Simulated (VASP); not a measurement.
Wanted: the native input for a VASP 6.6.1 run.

| Item | Value |
| --- | --- |
| Task | single point |
| Functional | PBE |
| Potentials or basis | VASP PAW PBE potentials, release 64 (In_d, Sb) |
| Cutoff | 520 eV |
| k mesh | 12 × 12 × 12 |
| Occupations | gaussian, width 0.15 eV |
| Spin | no spin polarisation |
| Dipole correction | no |
| Further INCAR settings | ALGO = Normal; EDIFF = 1e-06; NBANDS = 16 |

The structure of InSb lies in POSCAR:

```
InSb
1.0
    0.0000000000      3.2391000000      3.2391000000
    3.4010550000      0.0000000000      3.2391000000
    3.4010550000      3.2391000000      0.0000000000
In Sb
1 1
Direct
    0.0000000000      0.0000000000      0.0000000000
    0.7500000000      0.7500000000      0.7500000000
```

This cell differs from its parent crystal: strain +0.0500 x Voigt [1, 0, 0, 0, 0, 0].

The input as run:

INCAR

```
SYSTEM = InSb
  ALGO = Normal
  EDIFF = 1E-6
  ENCUT = 520
  GGA = PE
  ISIF = 2
  ISMEAR = 0
  LASPH = .True.
  LCHARG = .False.
  LREAL = .False.
  LWAVE = .False.
  NBANDS = 16
  NELM = 100
  PREC = Accurate
  SIGMA = 0.15
```

KPOINTS

```
k-points
0
Gamma
  12 12 12
  0 0 0
```

Potentials or basis: VASP PAW PBE potentials, release 64 (In_d, Sb).

Command:

```sh
$ cat potpaw_PBE.64/In_d/POTCAR potpaw_PBE.64/Sb/POTCAR > POTCAR
$ mpirun -np 1 vasp_std > vasp.out
```

It gave:

The pressure is 0.8 GPa. The band gap on the k mesh is zero (filled and empty bands touch).

Caveat: the cell differs from its parent crystal (strain +0.0500 x Voigt [1, 0, 0, 0, 0, 0]); semilocal functionals underestimate gaps, so a narrow gap can read as zero; spin-orbit coupling is left out, which moves the levels of the heavy elements.

It took 59 s on 1 thread of Intel(R) Xeon(R) 6975P-C (Granite Rapids) (shared host), peak memory 0.34 GiB.
